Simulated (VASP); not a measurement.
**TiSi2: electric field gradients with PBE**

The system is TiSi2.

```
Ti Si
1.0
     0.00000    4.15918    4.26150
     2.41037    0.00000    4.26150
     2.41037    4.15918    0.00000
Ti Si
2 4
Direct
  0.75000 0.75000 0.75000
  0.50000 0.50000 0.50000
  0.08300 0.41700 0.08300
  0.41700 0.08300 0.41700
  0.16700 0.83300 0.16700
  0.83300 0.16700 0.83300
```

This cell differs from its parent crystal: equal xx and yy strain of +1 %.

```yaml
Program: VASP 6.6.1
Task: electric field gradients
Functional: PBE
Potentials_or_basis: VASP PAW PBE potentials, release 64 (Ti_sv, Si)
Cutoff: 520 eV
k_mesh: 8 × 8 × 8
Occupations: fermi-dirac, width 0.08 eV
Spin: no spin polarisation
Dipole_correction: no
Further_INCAR_settings: ALGO = Normal; EDIFF = 1e-08; NBANDS = 29
```

| Item | Value |
| --- | --- |
| Pressure | -0.4 GPa |
| Largest force | 0.183 eV/Å |
| Band gap on the k mesh | zero (bands 20 and 21 overlap by 1.81 eV) |
| Largest electric field gradient by atom | Ti +12.9; Si -36.4 V/Å² |

Forces on the atoms (eV/Å):
```
Ti   0.000  0.000  0.000
Ti   0.000  0.000  0.000
Si   0.000  0.183  0.000
Si   0.000 -0.183  0.000
Si   0.000 -0.183  0.000
Si   0.000  0.183  0.000
```

Stress tensor (GPa, compression positive):
```
-0.57  0.00  0.00
 0.00 -1.53  0.00
 0.00  0.00  1.03
```

Levels at points of the mesh, in eV from the Fermi level:
```tsv
k point	band 18	band 19	band 20	band 21	band 22	band 23
(0.00, 0.00, 0.00)	-1.99	-1.75	-1.52	-0.91	1.99	3.08
(0.50, 0.00, 0.00)	-1.09	-0.04	0.17	0.99	1.35	1.76
(0.50, 0.50, 0.00)	-1.63	-1.01	-1.01	0.87	0.87	3.13
(0.50, 0.00, 0.50)	-2.36	-0.86	-0.86	1.22	1.22	3.21
(0.00, 0.50, 0.50)	-1.24	-0.67	-0.67	0.95	0.95	2.24
```

Electric field gradients, principal values (V/Å²):
```
atom   least   middle  greatest (by size)
1 Ti  -0.332  -12.525              12.857
2 Ti  -0.332  -12.525              12.857
3 Si  13.958   22.490             -36.448
4 Si  13.958   22.490             -36.448
5 Si  13.958   22.490             -36.448
6 Si  13.958   22.490             -36.448
```

It took 8.8 min on 1 thread of Oxide Virtual Turin-like Processor (shared host), peak memory 0.32 GiB.

Caveat: the cell differs from its parent crystal (equal xx and yy strain of +1 %); without QUAD_EFG the Cq values of the log hold for a quadrupole moment of 1 mb, not for the nuclei.
